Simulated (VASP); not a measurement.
**Y: electric field gradients with LDA**

Crystal: Y.

```
Y
1.0
     0.04970    2.50985    2.50985
     2.50985    0.04970    2.50985
     2.50985    2.50985    0.04970
Y
1
Direct
  0.00000 0.00000 0.00000
```

This cell differs from its parent crystal: equal xy, yz and zx shear strains of +2 %.

- Program: VASP 6.6.1
- Task: electric field gradients
- Functional: LDA
- Potentials or basis: VASP PAW LDA potentials, release 64 (Y_sv)
- Cutoff: 520 eV
- k mesh: 13 × 13 × 13
- Occupations: fermi-dirac, width 0.05 eV
- Spin: no spin polarisation
- Dipole correction: no
- Further INCAR settings: ALGO = Normal; EDIFF = 1e-08; NBANDS = 12

| Property | Result |
| --- | --- |
| Pressure | -1.8 GPa |
| Band gap on the k mesh | zero (an odd number of electrons rules out a gap without spin polarisation) |
| Largest electric field gradient by atom | Y -13.5 V/Å² |

Stress tensor (GPa, compression positive):
```
-1.83 -0.68 -0.68
-0.68 -1.83 -0.68
-0.68 -0.68 -1.83
```

Levels at points of the mesh, in eV from the Fermi level:
```
           k point  band 2  band 3  band 4  band 5  band 6  band 7  band 8  band 9
(0.00, 0.00, 0.00)  -22.10  -22.06  -22.06   -4.82    1.56    1.90    1.90    3.95
```

Electric field gradients, principal values (V/Å²):
```csv
atom,least,middle,greatest (by size)
1 Y,6.746,6.746,-13.492
```

Wall time 38 s on 1 thread of AMD EPYC 9R45 96-Core Processor (Zen 5), with other jobs on the host, peak memory 0.2 GiB.

Caveat: the cell differs from its parent crystal (equal xy, yz and zx shear strains of +2 %); without QUAD_EFG the Cq values of the log hold for a quadrupole moment of 1 mb, not for the nuclei.
